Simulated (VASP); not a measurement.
Input of a VASP 6.6.1 run:

The input INCAR:

```
SYSTEM = I
PREC = Accurate
ENCUT = 520
EDIFF = 1E-6
ISMEAR = 0
SIGMA = 0.02
LREAL = .False.
LASPH = .True.
NELM = 100
ALGO = Normal
ISIF = 2
LWAVE = .False.
LCHARG = .True.
GGA = CA
LELF = .True.
LVHAR = .True.
NBANDS = 22
```

KPOINTS

```
regular mesh
0
Gamma
  8 8 4
  0 0 0
```

The input POSCAR:

```
I
1.0
    3.5814898422     -2.1601254944      0.0000000000
    3.5814898422      2.1601254944      0.0000000000
    0.0000000000      0.0000000000      9.5340806200
I
4
Direct
    0.8211372416      0.1788627584      0.8769060534
    0.3211372416      0.6788627584      0.6230939466
    0.1788627584      0.8211372416      0.1230939466
    0.6788627584      0.3211372416      0.3769060534
```

Potentials or basis: VASP PAW LDA potentials, release 64 (I).

Command:

```sh
$ cat potpaw_LDA.64/I/POTCAR > POTCAR
$ mpirun -np 1 vasp_std > vasp.out
```

(1) Estimate the largest force.

(2) Estimate the band gap on the k mesh.

## Answers

(1) 0.009 eV/Å.

(2) 0.69 eV (least direct gap 1.06 eV).

Caveat: spin-orbit coupling is left out, which moves the levels of the heavy elements.
